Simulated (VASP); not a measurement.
The system is AgCl.

```
Ag Cl
1.0
     4.51974    0.00000    0.00000
    -2.25987    3.91421    0.00000
     0.00000    0.00000    5.72250
Ag Cl
2 2
Direct
  0.33333 0.66667 0.93778
  0.66667 0.33333 0.43778
  0.33333 0.66667 0.43722
  0.66667 0.33333 0.93722
```

Base run:

| Item | Value |
| --- | --- |
| Program | VASP 6.6.1 |
| Functional | r2SCAN |
| Potentials or basis | VASP PAW PBE potentials, release 64 (Ag, Cl) |
| Cutoff | 520 eV |
| k mesh | 6 × 6 × 4 |
| Occupations | gaussian, width 0.01 eV |
| Spin | no spin polarisation |

Its results: band gap on the k mesh 1.77 eV, indirect (least direct gap 1.78 eV); pressure -0.1 GPa.

**Question.** The run is repeated on the same cell with these changes: functional from r2SCAN to PBE; occupations from gaussian, width 0.01 eV to fermi-dirac, width 0.02 eV. What comes out?

**Answer.** Band gap on the k mesh 1.36 eV, indirect (least direct gap 1.39 eV); pressure 1.1 GPa.

Caveats: the PAW data sets were made with another functional, which shifts forces and pressure a little (some runs).

A k mesh can miss the band edges.
